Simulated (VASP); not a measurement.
# SrSn2As2 (R3m) in VASP: a series of runs

The runs below take SrSn2As2 through single point, with LDA.

Everything below comes from runs of VASP 6.6.1. Logs are shortened: lines on timing, memory, paths and dates and some standing lists are left out, and cuts for length are marked.

## 1. The cell of the first run

The structure is trigonal, space group R3m (No. 160). Conventional cell: a = 4.204 Å, b = 4.204 Å, c = 26.728 Å, α = 90.00°, β = 90.00°, γ = 120.00°. Within 4.3 Å of Sr (site symmetry 3m) lie 6 As at 3.13 to 3.15 Å and 6 Sn at 4.12 to 4.13 Å and 6 Sr at 4.20 Å. Sn (site symmetry 3m) has 3 As at 2.79 Å and 3 Sn at 3.30 Å within 3.7 Å. Within 3.6 Å of Sn (site symmetry 3m) lie 3 As at 2.77 Å and 3 Sn at 3.30 Å. Within 3.7 Å of As (site symmetry 3m) lie 3 Sn at 2.79 Å and 3 Sr at 3.13 Å. As (site symmetry 3m) has 3 Sn at 2.77 Å and 3 Sr at 3.15 Å within 3.6 Å.

## 2. Single point, LDA

File INCAR:

```
SYSTEM = SrSn2As2
ALGO     = Normal         ! electronic algorithm
EDIFF    = 1E-7           ! SCF threshold, eV
ENCUT    = 520            ! plane-wave cutoff, eV
GGA      = CA             ! functional
ISIF     = 2              ! what is computed and relaxed
ISMEAR   = 0              ! smearing method
LASPH    = .True.         ! aspherical terms in the spheres
LCHARG   = .False.        ! write CHGCAR
LREAL    = .False.        ! projectors in reciprocal space
LWAVE    = .False.        ! write WAVECAR
NBANDS   = 32             ! bands
NELM     = 60             ! most SCF steps
PREC     = Accurate       ! precision mode
SIGMA    = 0.01           ! smearing width, eV
```

File KPOINTS:

```
k-points
0
Gamma
  6 6 6
  0 0 0
```

File POSCAR:

```
SrSn2As2
1.0
    9.2340360000      0.0000000000      0.0000000000
    8.2770537063      4.0936295378      0.0000000000
    8.2770537063      1.9349561967      3.6074571806
Sr Sn As
1 2 2
Direct
    0.7918000000      0.7918000000      0.7918000000
    0.0000000000      0.0000000000      0.0000000000
    0.5831000000      0.5831000000      0.5831000000
    0.3848000000      0.3848000000      0.3848000000
    0.2000000000      0.2000000000      0.2000000000
```

Potentials or basis: VASP PAW LDA potentials, release 64 (Sr_sv, Sn_d, As).

The run is started by

```
$ cat potpaw_LDA.64/Sr_sv/POTCAR potpaw_LDA.64/Sn_d/POTCAR potpaw_LDA.64/As/POTCAR > POTCAR
$ mpirun -np 1 vasp_std > vasp.out
```

OUTCAR:

```text
SYSTEM = SrSn2As2
   EDIFF = 1E-7
   ENCUT = 520
   GGA = CA
   ISIF = 2
   ISMEAR = 0
   LASPH = .True.
   LREAL = .False.
   NELM = 60
   PREC = Accurate

 ion  position               nearest neighbor table
   1  0.792  0.792  0.792-   4 3.13   4 3.13   4 3.13   5 3.15   5 3.15   5 3.15   3 4.12   3 4.12
                             3 4.12   2 4.13   2 4.13   2 4.13
   2  0.000  0.000  0.000-   4 2.79   4 2.79   4 2.79   3 3.30   3 3.30   3 3.30   1 4.13   1 4.13
                             1 4.13
   3  0.583  0.583  0.583-   5 2.77   5 2.77   5 2.77   2 3.30   2 3.30   2 3.30   1 4.12   1 4.12
                             1 4.12
   4  0.385  0.385  0.385-   2 2.79   2 2.79   2 2.79   1 3.13   1 3.13   1 3.13
   5  0.200  0.200  0.200-   3 2.77   3 2.77   3 2.77   1 3.15   1 3.15   1 3.15

  LATTYP: Found a trigonal (rhomboedric) cell.
 ALAT       =     9.2340360000
 COS(alpha) =     0.8963635951

  Lattice vectors:

 A1 = (   9.2340360000,   0.0000000000,   0.0000000000)
 A2 = (   8.2770537063,   4.0936295378,   0.0000000000)
 A3 = (   8.2770537063,   1.9349561967,   3.6074571806)

Analysis of symmetry for initial positions (statically):
=====================================================================
 Subroutine PRICEL returns:
 Original cell was already a primitive cell.

 Routine SETGRP: Setting up the symmetry group for a
 trigonal (rhombohedral) supercell.

 Subroutine GETGRP returns: Found  6 space group operations
 (whereof  6 operations were pure point group operations)
 out of a pool of 12 trial point group operations.

The static configuration has the point symmetry C_3v.

Analysis of symmetry for dynamics (positions and initial velocities):
=====================================================================
 Subroutine PRICEL returns:
 Original cell was already a primitive cell.

 Routine SETGRP: Setting up the symmetry group for a
 trigonal (rhombohedral) supercell.

 Subroutine GETGRP returns: Found  6 space group operations
 (whereof  6 operations were pure point group operations)
 out of a pool of 12 trial point group operations.

The dynamic configuration has the point symmetry C_3v.

 Subroutine INISYM returns: Found  6 space group operations
 (whereof  6 operations are pure point group operations),
 and found     1 'primitive' translations

----------------------------------------------------------------------------------------

                                     Primitive cell

  volume of cell :     136.3645

  direct lattice vectors                    reciprocal lattice vectors
     9.234036000  0.000000000  0.000000000     0.108295008 -0.218965489 -0.131027186
     8.277053706  4.093629538  0.000000000     0.000000000  0.244281997 -0.131027186
     8.277053706  1.934956197  3.607457181     0.000000000  0.000000000  0.277203567

  length of vectors
     9.234036000  9.234036000  9.234036000     0.277203567  0.277203567  0.277203567

  position of ions in fractional coordinates (direct lattice)
     0.791800000  0.791800000  0.791800000
     0.000000000  0.000000000  0.000000000
     0.583100000  0.583100000  0.583100000
     0.384800000  0.384800000  0.384800000
     0.200000000  0.200000000  0.200000000

  ion indices of the primitive-cell ions
   primitive index   ion index
                 1           1
                 2           2
                 3           3
                 4           4
                 5           5

----------------------------------------------------------------------------------------

 KPOINTS: k-points

Automatic generation of k-mesh.
 Grid dimensions read from file:
 generate k-points for:    6    6    6

 Generating k-lattice:

  Cartesian coordinates                     Fractional coordinates (reciprocal lattice)
     0.018049168 -0.036494248 -0.021837864     0.166666667  0.000000000  0.000000000
     0.000000000  0.040713666 -0.021837864     0.000000000  0.166666667  0.000000000
     0.000000000  0.000000000  0.046200595     0.000000000  0.000000000  0.166666667

  Length of vectors
     0.046200595  0.046200595  0.046200595

  Shift w.r.t. Gamma in fractional coordinates (k-lattice)
     0.000000000  0.000000000  0.000000000

 Subroutine IBZKPT returns following result:
 ===========================================

 Found     32 irreducible k-points:

 Following reciprocal coordinates:
            Coordinates               Weight
  0.000000  0.000000  0.000000      1.000000
  0.166667  0.000000  0.000000      6.000000
  0.333333  0.000000  0.000000      6.000000
  0.500000  0.000000  0.000000      3.000000
  0.166667  0.166667  0.000000      6.000000
  0.333333  0.166667  0.000000     12.000000
[... 16 lines left out ...]
  0.500000  0.500000  0.166667      6.000000
 -0.333333  0.500000  0.166667     12.000000
 [... further k-points ...]
   k-points           NKPTS =     32   k-points in BZ     NKDIM =     32   number of bands    NBANDS=     32
   number of dos      NEDOS =    301   number of ions     NIONS =      5
   total plane-waves  NPLWV = 343000
   dimension x,y,z NGX =    70 NGY =   70 NGZ =   70
   dimension x,y,z NGXF=   140 NGYF=  140 NGZF=  140
   ions per type =               1   2   2
   NGX,Y,Z   is equivalent  to a cutoff of  12.60, 12.60, 12.60 a.u.
   NGXF,Y,Z  is equivalent  to a cutoff of  25.21, 25.21, 25.21 a.u.
 SYSTEM =  SrSn2As2
   PREC   = accura    normal or accurate (medium, high low for compatibility)
   ISTART =      0    job   : 0-new  1-cont  2-samecut
   ICHARG =      2    charge: 1-file 2-atom 10-const
   ISPIN  =      1    spin polarized calculation?
   LNONCOLLINEAR =      F non collinear calculations
   LSORBIT =      F    spin-orbit coupling
   LASPH  =      T    aspherical Exc in radial PAW
   ENCUT  =  520.0 eV  38.22 Ry    6.18 a.u.  17.17 17.17 17.17*2*pi/ulx,y,z
   NELM   =     60;   NELMIN=  2; NELMDL= -5     # of ELM steps
   EDIFF  = 0.1E-06   stopping-criterion for ELM
   LREAL  =      F    real-space projection
   EDIFFG = 0.1E-05   stopping-criterion for IOM
   NSW    =      0    number of steps for IOM
   IBRION =     -1    ionic relax: 0-MD 1-quasi-New 2-CG
   NFREE  =      0    steps in history (QN), initial steepest desc. (CG)
   ISIF   =      2    stress and relaxation
   ISYM   =      2    0-nonsym 1-usesym 2-fastsym
   POTIM  = 0.5000    time-step for ionic-motion
   TEBEG  =    0.0;   TEEND  =   0.0 temperature during run
   PSTRESS=    0.0 pullay stress
   NELECT =      48.0000    total number of electrons
   NUPDOWN=      -1.0000    fix difference up-down
   EMIN   =  10.00;   EMAX   =-10.00  energy-range for DOS
   EFERMI =   0.00;   METHOD = LEGACY
   ISMEAR =     0;   SIGMA  =   0.01  broadening in eV -4-tet -1-fermi 0-gaus
   EFERMI_NEDOS =   21; number of points for ismear=-14 and -15
   IALGO  =     38    algorithm
   IMIX   =      4    mixing-type and parameters
     AMIX     =   0.40;   BMIX     =  1.00
     AMIX_MAG =   1.60;   BMIX_MAG =  1.00
  volume/ion in A,a.u.               =      27.27       184.05
  Fermi-wavevector in a.u.,A,eV,Ry     =   1.155903  2.184340 18.178912  1.336112
  Thomas-Fermi vector in A             =   2.292528
   LORBIT       =      0    0 simple, 1 ext, 2 COOP (PROOUT), +10 PAW based schemes
   GGA     = CA    functional components
   LHFCALC =     F    Hartree Fock is set to
   AEXX    =    0.0000 exact exchange contribution
   IVDW    =     0    specifies the selected vdW correction
   LEPSILON=     F    determine dielectric tensor
   LRPA    =     F    only Hartree local field effects (RPA)
 non-spin polarized calculation
 Gauss-broadening in eV      SIGMA  =   0.01
  energy-cutoff  :      520.00
  volume of cell :      136.36
 maximum number of plane-waves:      3687
 NGX is ok and might be reduce to    70
   NGX = 35   NGY = 35   NGZ = 35

 number of electron      48.0000006 magnetization

 Free energy of the ion-electron system (eV)
  ---------------------------------------------------
  ext. energy  EPLUGINS =         0.00000000
  ---------------------------------------------------
  free energy    TOTEN  =       -24.51358050 eV

  energy without entropy =      -24.51358050  energy(sigma->0) =      -24.51358050

 E-fermi :   5.6353     XC(G=0):  -9.8395

 val. band max:        5.5835561696   @ k =   0.0000   0.0000   0.0000
 cond. band min:       5.7123094566   @ k =   0.5000   0.0000   0.0000
 fundamental gap:      0.1287532870
 Fermi energy:         5.6352778130

 k-point     1 :       0.0000    0.0000    0.0000
  band No.  band energies     occupation
      1     -30.0481      2.00000
      2     -16.2074      2.00000
      3     -16.2074      2.00000
      4     -16.1573      2.00000
      5     -16.1573      2.00000
      6     -16.1437      2.00000
[... 24 lines left out ...]
     31       8.5740      0.00000
     32       8.5957      0.00000

 k-point     2 :       0.1667    0.0000    0.0000
  band No.  band energies     occupation
      1     -30.0446      2.00000
      2     -16.2053      2.00000
      3     -16.2051      2.00000
      4     -16.1587      2.00000
      5     -16.1503      2.00000
      6     -16.1366      2.00000
[... 24 lines left out ...]
     31       8.4640      0.00000
     32       8.8999      0.00000

 k-point     3 :       0.3333    0.0000    0.0000
  band No.  band energies     occupation
      1     -30.0375      2.00000
      2     -16.2011      2.00000
      3     -16.1981      2.00000
      4     -16.1613      2.00000
      5     -16.1344      2.00000
      6     -16.1318      2.00000
[... 24 lines left out ...]
     31       9.7379      0.00000
     32      10.0652      0.00000

 k-point     4 :       0.5000    0.0000    0.0000
  band No.  band energies     occupation
      1     -30.0339      2.00000
      2     -16.1995      2.00000
      3     -16.1915      2.00000
      4     -16.1563      2.00000
      5     -16.1527      2.00000
      6     -16.1222      2.00000
[... 24 lines left out ...]
     31      10.2006      0.00000
     32      10.5142      0.00000

 k-point     5 :       0.1667    0.1667    0.0000
  band No.  band energies     occupation
      1     -30.0446      2.00000
      2     -16.2053      2.00000
      3     -16.2051      2.00000
      4     -16.1587      2.00000
      5     -16.1503      2.00000
      6     -16.1366      2.00000
[... 584 lines left out ...]
     31       9.5447      0.00000
     32      10.2586      0.00000

 k-point    22 :      -0.1667    0.3333    0.1667
  band No.  band energies     occupation
      1     -30.0339      2.00000
      2     -16.2088      2.00000
      3     -16.1808      2.00000
      4     -16.1561      2.00000
      5     -16.1402      2.00000
      6     -16.1309      2.00000
[... 24 lines left out ...]
     31       9.9711      0.00000
     32      10.0492      0.00000

 k-point    23 :       0.5000    0.5000    0.1667
  band No.  band energies     occupation
      1     -30.0375      2.00000
      2     -16.2011      2.00000
      3     -16.1980      2.00000
      4     -16.1613      2.00000
      5     -16.1344      2.00000
      6     -16.1318      2.00000
[... 24 lines left out ...]
     31       9.3871      0.00000
     32      10.0823      0.00000

 k-point    24 :      -0.3333    0.5000    0.1667
  band No.  band energies     occupation
      1     -30.0339      2.00000
      2     -16.2088      2.00000
      3     -16.1808      2.00000
      4     -16.1561      2.00000
      5     -16.1402      2.00000
      6     -16.1308      2.00000
[... 24 lines left out ...]
     31       9.8975      0.00000
     32      10.5276      0.00000

 [... further k-points ...]

------------------------ aborting loop because EDIFF is reached ----------------------------------------

  FORCE on cell =-STRESS in cart. coord.  units (eV):
  Direction    XX          YY          ZZ          XY          YZ          ZX
  --------------------------------------------------------------------------------------
  -------------------------------------------------------------------------------------
  Total       -1.7060767     -1.2480733     -1.2310771     -0.1132587     -0.0158436     -0.0677731
  in kB      -20.0450825    -14.6638970    -14.4642045     -1.3307018     -0.1861495     -0.7962812
  external PRESSURE =     -16.3910614 kB  Pullay stress =       0.0000000 kB

 VOLUME and BASIS-vectors are now :
 -----------------------------------------------------------------------------
  energy-cutoff  :      520.00
  volume of cell :      136.36
      direct lattice vectors                 reciprocal lattice vectors
     9.234036000  0.000000000  0.000000000     0.108295008 -0.218965489 -0.131027186
     8.277053706  4.093629538  0.000000000     0.000000000  0.244281997 -0.131027186
     8.277053706  1.934956197  3.607457181     0.000000000  0.000000000  0.277203567

 POSITION                                       TOTAL-FORCE (eV/Angst)
 -----------------------------------------------------------------------------------
     20.41905      4.77343      2.85638         0.014780      0.003455      0.002068
      0.00000      0.00000      0.00000         0.119529      0.027943      0.016721
     15.03707      3.51527      2.10351         0.043070      0.010069      0.006025
      9.92328      2.31980      1.38815         0.012915      0.003019      0.001807
      5.15763      1.20572      0.72149        -0.190294     -0.044486     -0.026620
 -----------------------------------------------------------------------------------
    total drift:                                0.000188      0.000044      0.000026

  FREE ENERGIE OF THE ION-ELECTRON SYSTEM (eV)
  ---------------------------------------------------
  free  energy   TOTEN  =       -24.5135805019 eV

  energy  without entropy=      -24.5135805019  energy(sigma->0) =      -24.51358050
```

Wall time 10 min (1 thread of Oxide Virtual Turin-like, shared host); peak memory 0.55 GiB.

What came out:

* Free energy: -24.5136 eV
* Pressure: -1.6 GPa
* Largest force: 0.197 eV/Å
* Band gap on the k mesh: 0.13 eV (least direct gap 0.20 eV)

Forces in eV/Å, atoms in the order of the input:
```
Sr   0.015  0.003  0.002
Sn   0.120  0.028  0.017
Sn   0.043  0.010  0.006
As   0.013  0.003  0.002
As  -0.190 -0.044 -0.027
```

Levels at points of the mesh, in eV from the valence-band top:
| k point | band 22 | band 23 | band 24 | band 25 | band 26 | band 27 |
| --- | --- | --- | --- | --- | --- | --- |
| (0.00, 0.00, 0.00) | -1.36 | -1.36 | 0.00 | 0.20 | 1.04 | 1.04 |
| (0.50, 0.00, 0.00) | -2.91 | -2.34 | -1.02 | 0.13 | 1.35 | 1.40 |
| (0.50, 0.50, 0.00) | -2.61 | -2.48 | -1.93 | 0.58 | 0.67 | 1.25 |
| (0.50, 0.50, 0.50) | -1.36 | -1.36 | -0.62 | 0.14 | 1.49 | 1.49 |

Caveat: semilocal functionals underestimate gaps, and a narrow one can read as zero; spin-orbit coupling is left out, which moves the levels of the heavy elements.

## 3. Single point, LDA

File INCAR:

```
ALGO     = Normal         # electronic algorithm
EDIFF    = 1E-7           # SCF threshold, eV
ENCUT    = 520            # plane-wave cutoff, eV
ISIF     = 2              # what is computed and relaxed
ISMEAR   = 0              # smearing method
LASPH    = T              # aspherical terms in the spheres
LCHARG   = F              # write CHGCAR
LREAL    = F              # projectors in reciprocal space
LWAVE    = F              # write WAVECAR
NBANDS   = 32             # bands
NELM     = 60             # most SCF steps
PREC     = Accurate       # precision mode
SIGMA    = 0.01           # smearing width, eV
```

File KPOINTS:

```
k-points
0
Gamma
  6 6 6
```

POSCAR is that of step 2.

Potentials or basis: VASP PAW LDA potentials, release 64 (Sr_sv, Sn_d, As).

The run is started by

```
$ cat potpaw_LDA.64/Sr_sv/POTCAR potpaw_LDA.64/Sn_d/POTCAR potpaw_LDA.64/As/POTCAR > POTCAR
$ mpirun -np 1 vasp_std > vasp.out
```

Wall time 7.9 min (1 thread of Oxide Virtual Turin-like, shared host); peak memory 0.55 GiB.

Results (log left out):

```yaml
Free_energy: -24.5136 eV
Pressure: -1.6 GPa
Largest_force: 0.197 eV/Å
Band_gap_on_the_k_mesh: 0.13 eV (least direct gap 0.20 eV)
```

Forces in eV/Å, atoms in the order of the input:
```
Sr   0.015  0.003  0.002
Sn   0.120  0.028  0.017
Sn   0.043  0.010  0.006
As   0.013  0.003  0.002
As  -0.190 -0.044 -0.027
```

Stress tensor (GPa, compression positive):
```
-2.00 -0.13 -0.08
-0.13 -1.47 -0.02
-0.08 -0.02 -1.45
```

Levels at points of the mesh, in eV from the valence-band top:
| k point | band 21 | band 22 | band 23 | band 24 | band 25 | band 26 | band 27 | band 28 |
| --- | --- | --- | --- | --- | --- | --- | --- | --- |
| (0.00, 0.00, 0.00) | -1.79 | -1.36 | -1.36 | 0.00 | 0.20 | 1.04 | 1.04 | 2.61 |
| (0.50, 0.00, 0.00) | -3.11 | -2.91 | -2.34 | -1.02 | 0.13 | 1.35 | 1.40 | 1.55 |
| (0.50, 0.50, 0.00) | -2.84 | -2.61 | -2.48 | -1.93 | 0.58 | 0.67 | 1.25 | 1.96 |
| (0.50, 0.50, 0.50) | -1.46 | -1.36 | -1.36 | -0.62 | 0.14 | 1.49 | 1.49 | 1.83 |

Caveat: semilocal functionals underestimate gaps, and a narrow one can read as zero; spin-orbit coupling is left out, which moves the levels of the heavy elements.
